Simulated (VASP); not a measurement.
# MgO (Fm-3m) in VASP: a series of runs

Aim: see how the results for MgO move with the level of theory and the settings. Levels: PBE, r2SCAN. Tasks: single point.

Everything below comes from runs of VASP 6.6.1. Logs are shortened: lines on timing, memory, paths and dates and some standing lists are left out, and cuts for length are marked.

### Step 1. The cell of the first run

Symmetry: Fm-3m, No. 225, cubic system. Conventional cell: a = 4.204 Å, b = 4.204 Å, c = 4.204 Å, α = 90.00°, β = 90.00°, γ = 90.00°. Mg (site symmetry m-3m) has 6 O at 2.10 Å within 2.8 Å. Within 2.8 Å of O (site symmetry m-3m) lie 6 Mg at 2.10 Å.

### Step 2. Single point, PBE

Input file INCAR:

```
PREC = Accurate
ENCUT = 520
EDIFF = 1E-7
ISMEAR = 0
SIGMA = 0.01
LREAL = F
LASPH = T
NELM = 60
ALGO = Normal
ISIF = 2
LWAVE = F
LCHARG = T
GGA = PE
LELF = T
LVHAR = T
NBANDS = 11
```

Input file KPOINTS:

```
regular mesh
0
Gamma
  10 10 10
```

Input file POSCAR:

```
MgO
1.0
    0.0000000000      2.1021674163      2.1021674163
    2.1021674163      0.0000000000      2.1021674163
    2.1021674163      2.1021674163      0.0000000000
Mg O
1 1
Direct
    0.0000000000      0.0000000000      0.0000000000
    0.5000000000      0.5000000000      0.5000000000
```

Potentials or basis: VASP PAW PBE potentials, release 64 (Mg, O).

Run with:

```
> cat potpaw_PBE.64/Mg/POTCAR potpaw_PBE.64/O/POTCAR > POTCAR
> mpirun -np 1 vasp_std > vasp.out
```

OUTCAR:

```text
PREC = Accurate
   ENCUT = 520
   EDIFF = 1E-7
   ISMEAR = 0
   LREAL = F
   LASPH = T
   NELM = 60
   ISIF = 2
   GGA = PE

 ion  position               nearest neighbor table
   1  0.000  0.000  0.000-   2 2.10   2 2.10   2 2.10   2 2.10   2 2.10   2 2.10
   2  0.500  0.500  0.500-   1 2.10   1 2.10   1 2.10   1 2.10   1 2.10   1 2.10

  LATTYP: Found a face centered cubic cell.
 ALAT       =     4.2043348326

  Lattice vectors:

 A1 = (   0.0000000000,   2.1021674163,   2.1021674163)
 A2 = (   2.1021674163,   0.0000000000,   2.1021674163)
 A3 = (   2.1021674163,   2.1021674163,   0.0000000000)

Analysis of symmetry for initial positions (statically):
=====================================================================
 Subroutine PRICEL returns:
 Original cell was already a primitive cell.

 Routine SETGRP: Setting up the symmetry group for a
 face centered cubic supercell.

 Subroutine GETGRP returns: Found 48 space group operations
 (whereof 48 operations were pure point group operations)
 out of a pool of 48 trial point group operations.

The static configuration has the point symmetry O_h .

Analysis of symmetry for dynamics (positions and initial velocities):
=====================================================================
 Subroutine PRICEL returns:
 Original cell was already a primitive cell.

 Routine SETGRP: Setting up the symmetry group for a
 face centered cubic supercell.

 Subroutine GETGRP returns: Found 48 space group operations
 (whereof 48 operations were pure point group operations)
 out of a pool of 48 trial point group operations.

The dynamic configuration has the point symmetry O_h .

 Subroutine INISYM returns: Found 48 space group operations
 (whereof 48 operations are pure point group operations),
 and found     1 'primitive' translations

----------------------------------------------------------------------------------------

                                     Primitive cell

  volume of cell :      18.5794

  direct lattice vectors                    reciprocal lattice vectors
     0.000000000  2.102167416  2.102167416    -0.237849753  0.237849753  0.237849753
     2.102167416  0.000000000  2.102167416     0.237849753 -0.237849753  0.237849753
     2.102167416  2.102167416  0.000000000     0.237849753  0.237849753 -0.237849753

  length of vectors
     2.972913671  2.972913671  2.972913671     0.411967856  0.411967856  0.411967856

  position of ions in fractional coordinates (direct lattice)
     0.000000000  0.000000000  0.000000000
     0.500000000  0.500000000  0.500000000

  ion indices of the primitive-cell ions
   primitive index   ion index
                 1           1
                 2           2

----------------------------------------------------------------------------------------

 KPOINTS: regular mesh

Automatic generation of k-mesh.
 Grid dimensions read from file:
 generate k-points for:   10   10   10

 Generating k-lattice:

  Cartesian coordinates                     Fractional coordinates (reciprocal lattice)
    -0.023784975  0.023784975  0.023784975     0.100000000  0.000000000  0.000000000
     0.023784975 -0.023784975  0.023784975     0.000000000  0.100000000  0.000000000
     0.023784975  0.023784975 -0.023784975     0.000000000  0.000000000  0.100000000

  Length of vectors
     0.041196786  0.041196786  0.041196786

  Shift w.r.t. Gamma in fractional coordinates (k-lattice)
     0.000000000  0.000000000  0.000000000

 Subroutine IBZKPT returns following result:
 ===========================================

 Found     47 irreducible k-points:

 Following reciprocal coordinates:
            Coordinates               Weight
  0.000000  0.000000  0.000000      1.000000
  0.100000  0.000000  0.000000      8.000000
  0.200000  0.000000  0.000000      8.000000
  0.300000  0.000000  0.000000      8.000000
  0.400000  0.000000  0.000000      8.000000
  0.500000  0.000000  0.000000      4.000000
[... 16 lines left out ...]
  0.300000  0.300000  0.000000      6.000000
  0.400000  0.300000  0.000000     24.000000
 [... further k-points ...]
   k-points           NKPTS =     47   k-points in BZ     NKDIM =     47   number of bands    NBANDS=     11
   number of dos      NEDOS =    301   number of ions     NIONS =      2
   total plane-waves  NPLWV =  13824
   dimension x,y,z NGX =    24 NGY =   24 NGZ =   24
   dimension x,y,z NGXF=    48 NGYF=   48 NGZF=   48
   ions per type =               1   1
   NGX,Y,Z   is equivalent  to a cutoff of  13.42, 13.42, 13.42 a.u.
   NGXF,Y,Z  is equivalent  to a cutoff of  26.84, 26.84, 26.84 a.u.
 SYSTEM =  unknown system
   PREC   = accura    normal or accurate (medium, high low for compatibility)
   ISTART =      0    job   : 0-new  1-cont  2-samecut
   ICHARG =      2    charge: 1-file 2-atom 10-const
   ISPIN  =      1    spin polarized calculation?
   LNONCOLLINEAR =      F non collinear calculations
   LSORBIT =      F    spin-orbit coupling
   LASPH  =      T    aspherical Exc in radial PAW
   ENCUT  =  520.0 eV  38.22 Ry    6.18 a.u.   5.53  5.53  5.53*2*pi/ulx,y,z
   NELM   =     60;   NELMIN=  2; NELMDL= -5     # of ELM steps
   EDIFF  = 0.1E-06   stopping-criterion for ELM
   LREAL  =      F    real-space projection
   EDIFFG = 0.1E-05   stopping-criterion for IOM
   NSW    =      0    number of steps for IOM
   IBRION =     -1    ionic relax: 0-MD 1-quasi-New 2-CG
   NFREE  =      0    steps in history (QN), initial steepest desc. (CG)
   ISIF   =      2    stress and relaxation
   ISYM   =      2    0-nonsym 1-usesym 2-fastsym
   POTIM  = 0.5000    time-step for ionic-motion
   TEBEG  =    0.0;   TEEND  =   0.0 temperature during run
   PSTRESS=    0.0 pullay stress
   NELECT =       8.0000    total number of electrons
   NUPDOWN=      -1.0000    fix difference up-down
   EMIN   =  10.00;   EMAX   =-10.00  energy-range for DOS
   EFERMI =   0.00;   METHOD = LEGACY
   ISMEAR =     0;   SIGMA  =   0.01  broadening in eV -4-tet -1-fermi 0-gaus
   EFERMI_NEDOS =   21; number of points for ismear=-14 and -15
   IALGO  =     38    algorithm
   IMIX   =      4    mixing-type and parameters
     AMIX     =   0.40;   BMIX     =  1.00
     AMIX_MAG =   1.60;   BMIX_MAG =  1.00
  volume/ion in A,a.u.               =       9.29        62.69
  Fermi-wavevector in a.u.,A,eV,Ry     =   1.236216  2.336109 20.792816  1.528229
  Thomas-Fermi vector in A             =   2.370833
   LORBIT       =      0    0 simple, 1 ext, 2 COOP (PROOUT), +10 PAW based schemes
   GGA     = PE    functional components
   LHFCALC =     F    Hartree Fock is set to
   AEXX    =    0.0000 exact exchange contribution
   IVDW    =     0    specifies the selected vdW correction
   LEPSILON=     F    determine dielectric tensor
   LRPA    =     F    only Hartree local field effects (RPA)
 non-spin polarized calculation
 Gauss-broadening in eV      SIGMA  =   0.01
  energy-cutoff  :      520.00
  volume of cell :       18.58
 maximum number of plane-waves:       531
 NGX is ok and might be reduce to    24
   NGX = 11   NGY = 11   NGZ = 11

 number of electron       8.0000004 magnetization

 Free energy of the ion-electron system (eV)
  ---------------------------------------------------
  ext. energy  EPLUGINS =         0.00000000
  ---------------------------------------------------
  free energy    TOTEN  =       -11.90258788 eV

  energy without entropy =      -11.90258788  energy(sigma->0) =      -11.90258788

 E-fermi :   3.3597     XC(G=0): -11.1048

 val. band max:        3.2283361191   @ k =   0.0000   0.0000   0.0000
 cond. band min:       8.0086488283   @ k =   0.0000   0.0000   0.0000
 fundamental gap:      4.7803127092
 Fermi energy:         3.3597119662

 k-point     1 :       0.0000    0.0000    0.0000
  band No.  band energies     occupation
      1     -14.0635      2.00000
      2       3.2283      2.00000
      3       3.2283      2.00000
      4       3.2283      2.00000
      5       8.0086      0.00000
      6      19.0594      0.00000
      7      19.0594      0.00000
      8      19.0594      0.00000
      9      22.9907      0.00000
     10      24.7714      0.00000
     11      24.7714      0.00000

 k-point     2 :       0.1000    0.0000    0.0000
  band No.  band energies     occupation
      1     -13.9567      2.00000
      2       2.5755      2.00000
      3       3.1601      2.00000
      4       3.1601      2.00000
      5       8.6368      0.00000
      6      17.8085      0.00000
      7      19.3015      0.00000
      8      19.3015      0.00000
      9      24.0515      0.00000
     10      24.0515      0.00000
     11      24.6580      0.00000

 k-point     3 :       0.2000    0.0000    0.0000
  band No.  band energies     occupation
      1     -13.6630      2.00000
      2       1.2493      2.00000
      3       2.9874      2.00000
      4       2.9874      2.00000
      5       9.8326      0.00000
      6      16.2978      0.00000
      7      19.7926      0.00000
      8      19.7926      0.00000
      9      23.3618      0.00000
     10      23.3618      0.00000
     11      25.5824      0.00000

 k-point     4 :       0.3000    0.0000    0.0000
  band No.  band energies     occupation
      1     -13.2667      2.00000
      2      -0.0799      2.00000
      3       2.7843      2.00000
      4       2.7843      2.00000
      5      10.7640      0.00000
      6      15.6213      0.00000
      7      19.9182      0.00000
      8      19.9182      0.00000
      9      23.8063      0.00000
     10      23.8063      0.00000
     11      24.9681      0.00000

 k-point     5 :       0.4000    0.0000    0.0000
  band No.  band energies     occupation
      1     -12.9111      2.00000
      2      -1.0521      2.00000
      3       2.6275      2.00000
      4       2.6275      2.00000
      5      11.1133      0.00000
      6      15.7247      0.00000
      7      19.7078      0.00000
      8      19.7078      0.00000
      9      24.4061      0.00000
     10      25.0658      0.00000
     11      25.0658      0.00000
[... 211 lines left out ...]
 k-point    21 :      -0.3000    0.2000    0.0000
  band No.  band energies     occupation
      1     -12.8323      2.00000
      2      -0.4591      2.00000
      3       1.4112      2.00000
      4       2.5697      2.00000
      5      12.5450      0.00000
      6      15.2010      0.00000
      7      17.4823      0.00000
      8      20.6276      0.00000
      9      23.5533      0.00000
     10      24.3838      0.00000
     11      28.3991      0.00000

 k-point    22 :      -0.2000    0.2000    0.0000
  band No.  band energies     occupation
      1     -13.1490      2.00000
      2       0.1185      2.00000
      3       1.8840      2.00000
      4       2.7804      2.00000
      5      11.7276      0.00000
      6      15.1651      0.00000
      7      18.4022      0.00000
      8      21.0895      0.00000
      9      21.7471      0.00000
     10      24.6586      0.00000
     11      28.1632      0.00000

 k-point    23 :       0.3000    0.3000    0.0000
  band No.  band energies     occupation
      1     -13.0627      2.00000
      2       0.0629      2.00000
      3       2.2858      2.00000
      4       2.2858      2.00000
      5      12.1395      0.00000
      6      13.6734      0.00000
      7      17.7195      0.00000
      8      21.2330      0.00000
      9      21.2330      0.00000
     10      27.4354      0.00000
     11      30.7238      0.00000

 k-point    24 :       0.4000    0.3000    0.0000
  band No.  band energies     occupation
      1     -12.8127      2.00000
      2      -0.3646      2.00000
      3       1.9177      2.00000
      4       2.1377      2.00000
      5      12.8536      0.00000
      6      13.4285      0.00000
      7      16.8899      0.00000
      8      21.4804      0.00000
      9      21.6878      0.00000
     10      28.1843      0.00000
     11      30.3191      0.00000

 [... further k-points ...]
[... 5 lines left out ...]
  --------------------------------------------------------------------------------------
  -------------------------------------------------------------------------------------
  Total        0.5683671      0.5683671      0.5683671      0.0000000      0.0000000     -0.0000000
  in kB       49.0125826     49.0125826     49.0125826      0.0000000      0.0000000     -0.0000000
  external PRESSURE =      49.0125826 kB  Pullay stress =       0.0000000 kB

 VOLUME and BASIS-vectors are now :
 -----------------------------------------------------------------------------
  energy-cutoff  :      520.00
  volume of cell :       18.58
      direct lattice vectors                 reciprocal lattice vectors
     0.000000000  2.102167416  2.102167416    -0.237849753  0.237849753  0.237849753
     2.102167416  0.000000000  2.102167416     0.237849753 -0.237849753  0.237849753
     2.102167416  2.102167416  0.000000000     0.237849753  0.237849753 -0.237849753

 POSITION                                       TOTAL-FORCE (eV/Angst)
 -----------------------------------------------------------------------------------
      0.00000      0.00000      0.00000         0.000000      0.000000      0.000000
      2.10217      2.10217      2.10217        -0.000000     -0.000000     -0.000000
 -----------------------------------------------------------------------------------
    total drift:                               -0.000000     -0.000000      0.000000

  FREE ENERGIE OF THE ION-ELECTRON SYSTEM (eV)
  ---------------------------------------------------
  free  energy   TOTEN  =       -11.9025878778 eV

  energy  without entropy=      -11.9025878778  energy(sigma->0) =      -11.90258788
```

Wall time 11 s (1 thread of AMD EPYC 7R13 (Zen 3), shared host); peak memory 0.11 GiB.

What came out:

```
Free energy            : -11.9026 eV
Pressure               : 4.9 GPa
Band gap on the k mesh : 4.78 eV, direct
```

Levels at points of the mesh, in eV from the valence-band top:
| k point | band 1 | band 2 | band 3 | band 4 | band 5 | band 6 | band 7 | band 8 |
| --- | --- | --- | --- | --- | --- | --- | --- | --- |
| (0.00, 0.00, 0.00) | -17.29 | 0.00 | 0.00 | 0.00 | 4.78 | 15.83 | 15.83 | 15.83 |
| (0.50, 0.00, 0.00) | -15.99 | -4.64 | -0.66 | -0.66 | 7.93 | 12.67 | 16.37 | 16.37 |
| (0.50, 0.50, 0.00) | -15.73 | -4.11 | -1.36 | -1.36 | 9.13 | 10.03 | 13.16 | 19.06 |

PBE gaps usually lie below the measured ones, often by a third to a half.

### Step 3. Single point, r2SCAN (volume changed by -6%)

Input file POSCAR:

```
MgO
1.0
    0.0000000000      2.0592539992      2.0592539992
    2.0592539992      0.0000000000      2.0592539992
    2.0592539992      2.0592539992      0.0000000000
Mg O
1 1
Direct
    0.0000000000      0.0000000000      0.0000000000
    0.5000000000      0.5000000000      0.5000000000
```

Input file INCAR.step1:

```
SYSTEM = MgO
PREC = Accurate
ENCUT = 520
ISMEAR = 0
SIGMA = 0.01
LREAL = .FALSE.
LASPH = .TRUE.
NELM = 80
NBANDS = 11
GGA = PE
ALGO = Normal
EDIFF = 1E-4
LWAVE = .TRUE.
LCHARG = .FALSE.
```

Input file INCAR.step2:

```
SYSTEM = MgO
PREC = Accurate
ENCUT = 520
EDIFF = 1E-6
ISMEAR = 0
SIGMA = 0.01
LREAL = .FALSE.
LASPH = .TRUE.
NELM = 80
ALGO = Normal
ISIF = 2
LWAVE = .FALSE.
LCHARG = .FALSE.
METAGGA = R2SCAN
LMIXTAU = .TRUE.
NBANDS = 11
ISTART = 1
```

Input file KPOINTS:

```
Automatic mesh
0
G
  8 8 8
  0 0 0
```

Potentials or basis: VASP PAW PBE potentials, release 64 (Mg, O).

Run with:

```
> cat potpaw_PBE.64/Mg/POTCAR potpaw_PBE.64/O/POTCAR > POTCAR
> cp INCAR.step1 INCAR
> mpirun -np 1 vasp_std > vasp.out
> cp INCAR.step2 INCAR
> mpirun -np 1 vasp_std > vasp.out
```

Run time: 28 s. Hardware: 1 thread of AMD EPYC 7R13 (Zen 3), shared host; peak memory 0.11 GiB.

Results (log left out):

```yaml
Free_energy: -16.1287 eV
Pressure: 10.6 GPa
Band_gap_on_the_k_mesh: 6.32 eV, direct
```

Levels at points of the mesh, in eV from the valence-band top:
| k point | band 2 | band 3 | band 4 | band 5 | band 6 | band 7 |
| --- | --- | --- | --- | --- | --- | --- |
| (0.00, 0.00, 0.00) | 0.00 | 0.00 | 0.00 | 6.32 | 17.23 | 17.23 |
| (0.50, 0.00, 0.00) | -4.92 | -0.75 | -0.75 | 9.26 | 14.62 | 18.15 |
| (0.50, 0.50, 0.00) | -4.39 | -1.47 | -1.47 | 10.12 | 11.84 | 15.06 |

Caveat: the PAW data sets were made with another functional, which shifts forces and pressure a little.

### Step 4. Single point, r2SCAN (volume changed by -3%)

Input file POSCAR:

```
MgO
1.0
    0.0000000000      2.0809319501      2.0809319501
    2.0809319501      0.0000000000      2.0809319501
    2.0809319501      2.0809319501      0.0000000000
Mg O
1 1
Direct
    0.0000000000      0.0000000000      0.0000000000
    0.5000000000      0.5000000000      0.5000000000
```

INCAR.step1: that of step 3 with these lines changed.

```diff
@@ -7,3 +7,3 @@
 LASPH = .TRUE.
-NELM = 80
+NELM = 60
 NBANDS = 11
```

INCAR.step2: that of step 3 with these lines changed.

```diff
@@ -8,3 +8,3 @@
 LASPH = .TRUE.
-NELM = 80
+NELM = 60
 ALGO = Normal
```

KPOINTS is that of step 3.

Run with:

```
> cat potpaw_PBE.64/Mg/POTCAR potpaw_PBE.64/O/POTCAR > POTCAR
> cp INCAR.step1 INCAR
> mpirun -np 1 vasp_std > vasp.out
> cp INCAR.step2 INCAR
> mpirun -np 1 vasp_std > vasp.out
```

Wall time 29 s (1 thread of AMD EPYC 7R13 (Zen 3), shared host); peak memory 0.11 GiB.

Results (log left out):

```
Free energy            : -16.1551 eV
Pressure               : 4.3 GPa
Band gap on the k mesh : 5.98 eV, direct
```

Levels at points of the mesh, in eV from the valence-band top:
```
           k point  band 1  band 2  band 3  band 4  band 5  band 6  band 7  band 8
(0.00, 0.00, 0.00)  -18.39    0.00    0.00    0.00    5.98   17.05   17.05   17.05
(0.50, 0.00, 0.00)  -17.05   -4.77   -0.71   -0.71    9.04   14.24   17.81   17.81
(0.50, 0.50, 0.00)  -16.79   -4.25   -1.43   -1.43   10.08   11.47   14.70   20.95
```

Caveat: the PAW data sets were made with another functional, which shifts forces and pressure a little.

[end of part 1 of 2]
